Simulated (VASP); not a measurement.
# F (C2/m) in VASP: single point with PBEsol

Aim: the single point of F with PBEsol.

Everything below comes from runs of VASP 6.6.1. Logs are shortened: lines on timing, memory, paths and dates and some standing lists are left out, and cuts for length are marked.

## (1) The cell of the first run

It takes space group C2/m (No. 12, monoclinic). Conventional cell: a = 5.500 Å, b = 3.280 Å, c = 7.284 Å, α = 90.00°, β = 102.17°, γ = 90.00°. F (site symmetry m) has 1 F at 1.44 Å within 1.9 Å. F (site symmetry m) has 1 F at 1.45 Å within 1.9 Å.

## (2) Single point, PBEsol

The input, INCAR:

```
PREC = Accurate ; ENCUT = 520
EDIFF = 1E-6 ; ISMEAR = 0
SIGMA = 0.05 ; LREAL = F
LASPH = T ; NELM = 60
ALGO = Normal ; ISIF = 2
LWAVE = F ; LCHARG = F
GGA = PS ; NBANDS = 22
NELECT = 27.75
```

The input, KPOINTS:

```
Automatic mesh
0
Gamma
  10 10 4
```

The input, POSCAR:

```
F
1.0
    2.7500000000     -1.6400000000      0.0000000000
    2.7500000000      1.6400000000      0.0000000000
   -1.5360119809      0.0000000000      7.1200165312
F
4
Direct
    0.0504000000      0.0504000000      0.0996000000
    0.9496000000      0.9496000000      0.9004000000
    0.5050000000      0.5050000000      0.6000000000
    0.4950000000      0.4950000000      0.4000000000
```

Potentials or basis: VASP PAW PBE potentials, release 64 (F).

Started as:

```
cat potpaw_PBE.64/F/POTCAR > POTCAR
mpirun -np 1 vasp_std > vasp.out
```

OUTCAR:

```text
PREC = Accurate
   ENCUT = 520
   EDIFF = 1E-6
   ISMEAR = 0
   LREAL = F
   LASPH = T
   NELM = 60
   ISIF = 2
   GGA = PS
   NELECT = 27.75

 ion  position               nearest neighbor table
   1  0.050  0.050  0.100-   2 1.44
   2  0.950  0.950  0.900-   1 1.44
   3  0.505  0.505  0.600-   4 1.45
   4  0.495  0.495  0.400-   3 1.45

  LATTYP: Found a base centered monoclinic cell.
 ALAT       =     5.5000000000
 B/A-ratio  =     0.5963636364
 C/A-ratio  =     1.3243300906
 COS(beta)  =    -0.2108801330

  Lattice vectors:

 A1 = (   2.7500000000,  -1.6400000000,   0.0000000000)
 A2 = (   2.7500000000,   1.6400000000,   0.0000000000)
 A3 = (  -1.5360119809,   0.0000000000,   7.1200165312)

Analysis of symmetry for initial positions (statically):
=====================================================================
 Subroutine PRICEL returns:
 Original cell was already a primitive cell.

 Routine SETGRP: Setting up the symmetry group for a
 base centered monoclinic supercell.

 Subroutine GETGRP returns: Found  4 space group operations
 (whereof  4 operations were pure point group operations)
 out of a pool of  4 trial point group operations.

The static configuration has the point symmetry C_2h.

Analysis of symmetry for dynamics (positions and initial velocities):
=====================================================================
 Subroutine PRICEL returns:
 Original cell was already a primitive cell.

 Routine SETGRP: Setting up the symmetry group for a
 base centered monoclinic supercell.

 Subroutine GETGRP returns: Found  4 space group operations
 (whereof  4 operations were pure point group operations)
 out of a pool of  4 trial point group operations.

The dynamic configuration has the point symmetry C_2h.

 Subroutine INISYM returns: Found  4 space group operations
 (whereof  4 operations are pure point group operations),
 and found     1 'primitive' translations

----------------------------------------------------------------------------------------

                                     Primitive cell

  volume of cell :      64.2225

  direct lattice vectors                    reciprocal lattice vectors
     2.750000000 -1.640000000  0.000000000     0.181818182 -0.304878049  0.039223913
     2.750000000  1.640000000  0.000000000     0.181818182  0.304878049  0.039223913
    -1.536011981  0.000000000  7.120016531     0.000000000  0.000000000  0.140449112

  length of vectors
     3.201890067  3.201890067  7.283815498     0.357137216  0.357137216  0.140449112

  position of ions in fractional coordinates (direct lattice)
     0.050400000  0.050400000  0.099600000
     0.949600000  0.949600000  0.900400000
     0.505000000  0.505000000  0.600000000
     0.495000000  0.495000000  0.400000000

  ion indices of the primitive-cell ions
   primitive index   ion index
                 1           1
                 2           2
                 3           3
                 4           4

----------------------------------------------------------------------------------------

 KPOINTS: Automatic mesh

Automatic generation of k-mesh.
 Grid dimensions read from file:
 generate k-points for:   10   10    4

 Generating k-lattice:

  Cartesian coordinates                     Fractional coordinates (reciprocal lattice)
     0.018181818 -0.030487805  0.003922391     0.100000000  0.000000000 -0.000000000
     0.018181818  0.030487805  0.003922391     0.000000000  0.100000000 -0.000000000
     0.000000000  0.000000000  0.035112278     0.000000000  0.000000000  0.250000000

  Length of vectors
     0.035713722  0.035713722  0.035112278

  Shift w.r.t. Gamma in fractional coordinates (k-lattice)
     0.000000000  0.000000000  0.000000000

 Subroutine IBZKPT returns following result:
 ===========================================

 Found    117 irreducible k-points:

 Following reciprocal coordinates:
            Coordinates               Weight
  0.000000  0.000000  0.000000      1.000000
  0.100000 -0.000000  0.000000      4.000000
  0.200000 -0.000000  0.000000      4.000000
  0.300000 -0.000000  0.000000      4.000000
  0.400000 -0.000000  0.000000      4.000000
  0.500000 -0.000000  0.000000      2.000000
[... 16 lines left out ...]
  0.300000  0.300000  0.000000      2.000000
  0.400000  0.300000  0.000000      4.000000
 [... further k-points ...]
   k-points           NKPTS =    117   k-points in BZ     NKDIM =    117   number of bands    NBANDS=     22
   number of dos      NEDOS =    301   number of ions     NIONS =      4
   total plane-waves  NPLWV =  31104
   dimension x,y,z NGX =    24 NGY =   24 NGZ =   54
   dimension x,y,z NGXF=    48 NGYF=   48 NGZF=  108
   ions per type =               4
   NGX,Y,Z   is equivalent  to a cutoff of  12.46, 12.46, 12.32 a.u.
   NGXF,Y,Z  is equivalent  to a cutoff of  24.92, 24.92, 24.65 a.u.
 SYSTEM =  unknown system
   PREC   = accura    normal or accurate (medium, high low for compatibility)
   ISTART =      0    job   : 0-new  1-cont  2-samecut
   ICHARG =      2    charge: 1-file 2-atom 10-const
   ISPIN  =      1    spin polarized calculation?
   LNONCOLLINEAR =      F non collinear calculations
   LSORBIT =      F    spin-orbit coupling
   LASPH  =      T    aspherical Exc in radial PAW
   ENCUT  =  520.0 eV  38.22 Ry    6.18 a.u.   5.95  5.95 13.54*2*pi/ulx,y,z
   NELM   =     60;   NELMIN=  2; NELMDL= -5     # of ELM steps
   EDIFF  = 0.1E-05   stopping-criterion for ELM
   LREAL  =      F    real-space projection
   EDIFFG = 0.1E-04   stopping-criterion for IOM
   NSW    =      0    number of steps for IOM
   IBRION =     -1    ionic relax: 0-MD 1-quasi-New 2-CG
   NFREE  =      0    steps in history (QN), initial steepest desc. (CG)
   ISIF   =      2    stress and relaxation
   ISYM   =      2    0-nonsym 1-usesym 2-fastsym
   POTIM  = 0.5000    time-step for ionic-motion
   TEBEG  =    0.0;   TEEND  =   0.0 temperature during run
   PSTRESS=    0.0 pullay stress
   NELECT =      27.7500    total number of electrons
   NUPDOWN=      -1.0000    fix difference up-down
   EMIN   =  10.00;   EMAX   =-10.00  energy-range for DOS
   EFERMI =   0.00;   METHOD = LEGACY
   ISMEAR =     0;   SIGMA  =   0.05  broadening in eV -4-tet -1-fermi 0-gaus
   EFERMI_NEDOS =   21; number of points for ismear=-14 and -15
   IALGO  =     38    algorithm
   IMIX   =      4    mixing-type and parameters
     AMIX     =   0.40;   BMIX     =  1.00
     AMIX_MAG =   1.60;   BMIX_MAG =  1.00
  volume/ion in A,a.u.               =      16.06       108.35
  Fermi-wavevector in a.u.,A,eV,Ry     =   1.237656  2.338831 20.841303  1.531793
  Thomas-Fermi vector in A             =   2.372214
   LORBIT       =      0    0 simple, 1 ext, 2 COOP (PROOUT), +10 PAW based schemes
   GGA     = PS    functional components
   LHFCALC =     F    Hartree Fock is set to
   AEXX    =    0.0000 exact exchange contribution
   IVDW    =     0    specifies the selected vdW correction
   LEPSILON=     F    determine dielectric tensor
   LRPA    =     F    only Hartree local field effects (RPA)
 non-spin polarized calculation
 Gauss-broadening in eV      SIGMA  =   0.05
  energy-cutoff  :      520.00
  volume of cell :       64.22
 maximum number of plane-waves:      1750
   NGX = 11   NGY = 11   NGZ = 27

 number of electron      27.7499989 magnetization

 Free energy of the ion-electron system (eV)
  ---------------------------------------------------
  ext. energy  EPLUGINS =         0.00000000
  ---------------------------------------------------
  free energy    TOTEN  =        -6.41646271 eV

  energy without entropy =       -6.40686098  energy(sigma->0) =       -6.41166184

 E-fermi :  -5.5155     XC(G=0):  -7.5671

 val. band max:       -5.5155127437   @ k =   0.5000   0.5000   0.0000
 cond. band min:      -5.5153762352   @ k =   0.2000   0.1000  -0.0000
 fundamental gap:      0.0001365084
 Fermi energy:        -5.5154571614

 k-point     1 :       0.0000    0.0000    0.0000
  band No.  band energies     occupation
      1     -30.0060      2.00000
      2     -29.8571      2.00000
      3     -24.2451      2.00000
      4     -23.9175      2.00000
      5     -12.0390      2.00000
      6     -11.2043      2.00000
[... 14 lines left out ...]
     21      13.8711      0.00000
     22      16.6968      0.00000

 k-point     2 :       0.1000   -0.0000    0.0000
  band No.  band energies     occupation
      1     -29.9963      2.00000
      2     -29.8511      2.00000
      3     -24.2307      2.00000
      4     -23.9186      2.00000
      5     -12.0161      2.00000
      6     -11.2202      2.00000
[... 14 lines left out ...]
     21      14.2010      0.00000
     22      15.4493      0.00000

 k-point     3 :       0.2000   -0.0000    0.0000
  band No.  band energies     occupation
      1     -29.9702      2.00000
      2     -29.8353      2.00000
      3     -24.1897      2.00000
      4     -23.9244      2.00000
      5     -11.9502      2.00000
      6     -11.2682      2.00000
[... 14 lines left out ...]
     21      13.6622      0.00000
     22      14.4251      0.00000

 k-point     4 :       0.3000   -0.0000    0.0000
  band No.  band energies     occupation
      1     -29.9371      2.00000
      2     -29.8163      2.00000
      3     -24.1318      2.00000
      4     -23.9386      2.00000
      5     -11.8494      2.00000
      6     -11.3483      2.00000
[... 14 lines left out ...]
     21      13.0148      0.00000
     22      13.9293      0.00000

 k-point     5 :       0.4000   -0.0000    0.0000
  band No.  band energies     occupation
      1     -29.9096      2.00000
      2     -29.8017      2.00000
      3     -24.0686      2.00000
      4     -23.9664      2.00000
      5     -11.7254      2.00000
      6     -11.4568      2.00000
[... 417 lines left out ...]
 k-point    22 :      -0.2000    0.2000    0.0000
  band No.  band energies     occupation
      1     -29.9237      2.00000
      2     -29.8081      2.00000
      3     -24.1060      2.00000
      4     -23.9451      2.00000
      5     -11.8027      2.00000
      6     -11.3826      2.00000
[... 14 lines left out ...]
     21      12.7632      0.00000
     22      13.8624      0.00000

 k-point    23 :       0.3000    0.3000    0.0000
  band No.  band energies     occupation
      1     -29.9312      2.00000
      2     -29.8066      2.00000
      3     -24.1389      2.00000
      4     -23.9255      2.00000
      5     -11.8622      2.00000
      6     -11.3145      2.00000
[... 14 lines left out ...]
     21      12.4371      0.00000
     22      13.5716      0.00000

 k-point    24 :       0.4000    0.3000    0.0000
  band No.  band energies     occupation
      1     -29.9124      2.00000
      2     -29.7941      2.00000
      3     -24.1083      2.00000
      4     -23.9311      2.00000
      5     -11.8060      2.00000
      6     -11.3515      2.00000
[... 14 lines left out ...]
     21      11.6807      0.00000
     22      13.7532      0.00000

 [... further k-points ...]

------------------------ aborting loop because EDIFF is reached ----------------------------------------

  FORCE on cell =-STRESS in cart. coord.  units (eV):
  Direction    XX          YY          ZZ          XY          YZ          ZX
  --------------------------------------------------------------------------------------
  -------------------------------------------------------------------------------------
  Total       -1.3697726     -1.2815673     -5.4713345      0.0000000      0.0000000      0.0504613
  in kB      -34.1720882    -31.9716070   -136.4948636      0.0000000      0.0000000      1.2588719
  external PRESSURE =     -67.5461862 kB  Pullay stress =       0.0000000 kB

 VOLUME and BASIS-vectors are now :
 -----------------------------------------------------------------------------
  energy-cutoff  :      520.00
  volume of cell :       64.22
      direct lattice vectors                 reciprocal lattice vectors
     2.750000000 -1.640000000  0.000000000     0.181818182 -0.304878049  0.039223913
     2.750000000  1.640000000  0.000000000     0.181818182  0.304878049  0.039223913
    -1.536011981  0.000000000  7.120016531     0.000000000  0.000000000  0.140449112

 POSITION                                       TOTAL-FORCE (eV/Angst)
 -----------------------------------------------------------------------------------
      0.12421      0.00000      0.70915        -0.242971      0.000000     -1.335623
      3.83977      0.00000      6.41086         0.242971      0.000000      1.335623
      1.85589      0.00000      4.27201         0.289918      0.000000     -1.499150
      2.10810      0.00000      2.84801        -0.289918      0.000000      1.499150
 -----------------------------------------------------------------------------------
    total drift:                                0.000000     -0.000000      0.000000

  FREE ENERGIE OF THE ION-ELECTRON SYSTEM (eV)
  ---------------------------------------------------
  free  energy   TOTEN  =        -6.4164627117 eV

  energy  without entropy=       -6.4068609776  energy(sigma->0) =       -6.41166184
```

Wall time 44 s (1 thread of Intel Xeon 6975P-C (Granite Rapids), shared host); peak memory 0.24 GiB.

Results:

```yaml
Free_energy: -6.4165 eV
Largest_force: 1.527 eV/Å
```

Forces in eV/Å, atoms in the order of the input:
```
F   -0.243  0.000 -1.336
F    0.243  0.000  1.336
F    0.290  0.000 -1.499
F   -0.290  0.000  1.499
```

Caveat: the cell carries a net charge on a neutralising background, which shifts energy and pressure; the cell is charged against a uniform background, so pressure and absolute levels hang on convention; the PAW data sets were made with another functional, which shifts forces and pressure a little.
